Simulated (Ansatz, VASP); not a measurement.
## Co in VASP and in Ansatz

The input INCAR:

```
SYSTEM = Co
  PREC = Accurate
  ENCUT = 600
  EDIFF = 1E-6
  ISMEAR = 0
  SIGMA = 0.1
  LREAL = .FALSE.
  LASPH = .TRUE.
  NELM = 60
  ALGO = Fast
  ISIF = 3
  LWAVE = .FALSE.
  LCHARG = .FALSE.
  GGA = PE
  IBRION = 2
  NSW = 100
  EDIFFG = -0.01
```

KPOINTS

```
regular mesh
0
G
  20 20 20
  0 0 0
```

Contents of POSCAR:

```
Co
1.0
    0.0000000000      2.4569789975      2.4569789975
    2.4569789975      0.0000000000      2.4569789975
    2.4569789975      2.4569789975      0.0000000000
Co
2
Direct
    0.0000000000      0.0000000000      0.0000000000
    0.2500000000      0.2500000000      0.2500000000
```

Input for Ansatz:

```yaml
crystal:
  lattice:
    - [0.0, 2.4569789975, 2.4569789975]
    - [2.4569789975, 0.0, 2.4569789975]
    - [2.4569789975, 2.4569789975, 0.0]
  atoms:
    - { symbol: Co, position: [0.0, 0.0, 0.0] }
    - { symbol: Co, position: [0.25, 0.25, 0.25] }
basis:
  ecutwfc: 420
kpoints:
  mp_grid: { grid: [20, 20, 20] }
hamiltonian:
  xc: pbe
scf:
  occupations: { method: gaussian, width: 0.1 }
output:
  forces: true
  stress: true
  eigenvalues: true
relax:
  adjacent_minimum: "off"
  f_tol: 0.01
  max_steps: 80
  cell: { stress_tol: 0.05 }
```

Alike in both runs: task relaxation of cell and atoms; functional PBE; k mesh 20 × 20 × 20; occupations gaussian, width 0.1 eV; no spin polarisation.

|  | VASP | Ansatz |
| --- | --- | --- |
| version | VASP 6.6.1 | Ansatz 0.2.0 |
| potentials or method | VASP PAW PBE potentials, release 64 (Co), cutoff 600 eV | scalar-relativistic, plane waves, PAW |
| valence electrons in the cell | 18 | 34 |

```tsv
	VASP	Ansatz	Ansatz less VASP
gap on the k mesh at the Fermi level, each at its own relaxed structure (eV)	none	none	-
relaxed volume (Å³/atom)	14.83	14.87	+0.040
relaxed cell length with the largest relative difference (Å)	3.475	3.478	+0.0031
```

A gap of «none» marks a metal or a gap that the smearing closes. VASP's potentials hold 18 valence electrons a cell and Ansatz's 34, so a difference there can come from the potentials and not from the codes.

Noted on VASP's run: the relaxation stopped at its first step, so nothing moved.
